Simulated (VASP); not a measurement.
Set up this calculation in VASP 6.6.1, as the native input.

```yaml
Task: single point
Functional: PBE
Potentials_or_basis: VASP PAW PBE potentials, release 64 (P, Sb, Ga_d)
Cutoff: 520 eV
k_mesh: 6 × 6 × 2
Occupations: fermi-dirac, width 0.02 eV
Spin: no spin polarisation
Dipole_correction: no
Further_INCAR_settings: ALGO = Normal; EDIFF = 1e-07; NBANDS = 36
```

The structure of Ga3Sb2P lies in POSCAR:

```
Ga3Sb2P
1.0
    4.2375420828      0.0000000000      0.0000000000
   -2.1187710414      3.6698190933      0.0000000000
    0.0000000000      0.0000000000     10.3655126417
P Sb Ga
1 2 3
Direct
    0.0000000000      0.0000000000     -0.0003909791
    0.3333333333      0.6666666667      0.3239952107
    0.6666666667      0.3333333333      0.6749946746
    0.3333333333      0.6666666667      0.0639468650
    0.6666666667      0.3333333333      0.4176566041
    0.0000000000      0.0000000000      0.7697976248
```

One way to write it, as run:

INCAR

```
ALGO = Normal
EDIFF = 1E-7
ENCUT = 520
GGA = PE
ISIF = 2
ISMEAR = -1
LASPH = T
LCHARG = F
LREAL = F
LWAVE = F
NBANDS = 36
NELM = 100
PREC = Accurate
SIGMA = 0.02
```

KPOINTS

```
k-points
0
Gamma
  6 6 2
```

Potentials or basis: VASP PAW PBE potentials, release 64 (P, Sb, Ga_d).

Command:

```bash
$ cat potpaw_PBE.64/P/POTCAR potpaw_PBE.64/Sb/POTCAR potpaw_PBE.64/Ga_d/POTCAR > POTCAR
$ mpirun -np 1 vasp_std > vasp.out
```

It gave:

```json
{
 "Pressure": "0.1 GPa",
 "Largest force": "0.009 eV/Å",
 "Band gap on the k mesh": "zero (bands 27 and 28 overlap by 0.20 eV)"
}
```

Caveat: semilocal functionals underestimate gaps, and a narrow one can read as zero; spin-orbit coupling is left out, which moves the levels of the heavy elements.

It took 58 s on 1 thread of AMD EPYC 9R45 (Zen 5), on a shared host, peak memory 0.27 GiB.
